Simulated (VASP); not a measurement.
Wanted: the native input for a VASP 6.6.1 run.

```yaml
Task: single point
Functional: LDA
Potentials_or_basis: VASP PAW LDA potentials, release 64 (Si)
Cutoff: 500 eV
k_mesh: 8 × 8 × 8
Occupations: gaussian, width 0.01 eV
Spin: no spin polarisation
Dipole_correction: no
Further_INCAR_settings: ALGO = Normal; EDIFF = 1e-06; NBANDS = 11
```

The structure of Si lies in POSCAR:

```
Si
1.0
    0.0000000000      2.7135600000      2.7135600000
    2.7135600000      0.0000000000      2.7135600000
    2.7135600000      2.7135600000      0.0000000000
Si
2
Direct
    0.2500000000      0.2500000000      0.2500000000
    0.0000000000      0.0000000000      0.0000000000
```

These files were run (other wordings do the same):

INCAR

```
SYSTEM = Si
ALGO = Normal
EDIFF = 1E-6
ENCUT = 500
GGA_COMPAT = .FALSE.
ISIF = 2
ISMEAR = 0
LASPH = .TRUE.
LCHARG = .TRUE.
LELF = .TRUE.
LREAL = .FALSE.
LVHAR = .TRUE.
LWAVE = .FALSE.
NBANDS = 11
NELM = 120
PREC = Accurate
SIGMA = 0.01
```

KPOINTS

```
k-points
0
G
  8 8 8
  0 0 0
```

Potentials or basis: VASP PAW LDA potentials, release 64 (Si).

Run with:

```sh
$ cat potpaw_LDA.64/Si/POTCAR > POTCAR
$ mpirun -np 1 vasp_std > vasp.out
```

Results of the run:

The pressure is -1.3 GPa and the band gap on the k mesh is 0.51 eV, indirect (least direct gap 2.52 eV).

Wall time 8.9 s on 1 thread of Intel Xeon 6975P-C (shared host), peak memory 0.13 GiB.
